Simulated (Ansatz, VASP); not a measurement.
**TaNbO: VASP beside Ansatz**

```
Ta Nb O
1.0
    -2.61585    2.61585    1.94641
     2.61585   -2.61585    1.94641
     2.61585    2.61585   -1.94641
Ta Nb O
1 1 1
Direct
  0.75000 0.25000 0.50000
  0.50000 0.50000 0.00000
  0.25000 0.75000 0.50000
```

Alike in both runs: functional PBE; k mesh 6 × 6 × 6; occupations gaussian, width 0.1 eV; no spin polarisation.

Ansatz relaxed the structure, and its values are those at the end. VASP's run is a single point on that final structure, the one shown.

|  | VASP | Ansatz |
| --- | --- | --- |
| version | VASP 6.6.1 | Ansatz 0.2.0 |
| potentials or method | VASP PAW PBE potentials, release 64 (Ta_pv, Nb_sv, O), cutoff 520 eV | scalar-relativistic, plane waves, PAW |
| valence electrons in the cell | 30 | 32 |

|  | VASP | Ansatz | Ansatz less VASP |
| --- | --- | --- | --- |
| gap on the k mesh at the Fermi level (eV) | none | none | - |
| pressure (GPa) | 0.2 | 0.0 | -0.18 |

A gap of «none» marks a metal or a gap that the smearing closes. VASP's potentials hold 30 valence electrons a cell and Ansatz's 32, so a difference there can come from the potentials and not from the codes.

Neither program's run includes spin-orbit coupling.
